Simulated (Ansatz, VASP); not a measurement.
**Two plane-wave programs on KCl**

The input INCAR:

```
SYSTEM = KCl
PREC = Accurate ; ENCUT = 520
EDIFF = 1E-7 ; ISMEAR = 0
SIGMA = 0.01 ; LREAL = .FALSE.
LASPH = .TRUE. ; NELM = 60
ALGO = Normal ; ISIF = 2
LWAVE = .FALSE. ; LCHARG = .FALSE.
GGA = PS ; NBANDS = 15
```

KPOINTS

```
regular mesh
0
G
  8 8 8
  0 0 0
```

POSCAR

```
KCl
1.0
    0.0000000000      3.1212780651      3.1212780651
    3.1212780651      0.0000000000      3.1212780651
    3.1212780651      3.1212780651      0.0000000000
K Cl
1 1
Direct
    0.0000000000      0.0000000000      0.0000000000
    0.5000000000      0.5000000000      0.5000000000
```

Input for Ansatz:

```yaml
crystal:
  lattice:
    - [0.0, 3.12127806511, 3.12127806511]
    - [3.12127806511, 0.0, 3.12127806511]
    - [3.12127806511, 3.12127806511, 0.0]
  atoms:
    - { symbol: K, position: [0.0, 0.0, 0.0] }
    - { symbol: Cl, position: [0.5, 0.5, 0.5] }
kpoints:
  mp_grid: { grid: [8, 8, 8] }
scf:
  occupations: { method: fixed }
hamiltonian:
  xc: pbesol
  pseudopotentials: { kind: paw }
output:
  forces: true
  stress: true
  eigenvalues: true
  eigenstates:
    nscf_kmesh: { grid: [12, 12, 12] }
    de_dk: true
    e_range: [-9, 15.10365988882]
  optics:
    e_range: [0, 30]
    de: 0.2
    sigma: 0.25
    bands: { spectra_wanted_up_to: 30 }
    nscf_kmesh: { grid: [12, 12, 12] }
checkpoint:
  write: ck
  write_wavefunctions: false
```

Alike in both runs: task single point; functional PBEsol; k mesh 8 × 8 × 8; no spin polarisation.

```csv
,VASP,Ansatz
version,VASP 6.6.1,Ansatz 0.2.0
potentials or method,"VASP PAW PBE potentials, release 64 (K_sv, Cl)","PAW with Ansatz's default frozen-core files, scalar-relativistic"
plane-wave cutoff (eV),520,420
occupations,"gaussian, width 0.01 eV",fixed
valence electrons in the cell,16,16
```

```csv
,VASP,Ansatz,Ansatz less VASP
gap on the k mesh at the Fermi level (eV),5.10,5.10,+0.004
pressure (GPa),0.1,0.0,-0.05
```

VASP's potentials were made for PBE, not for PBEsol.
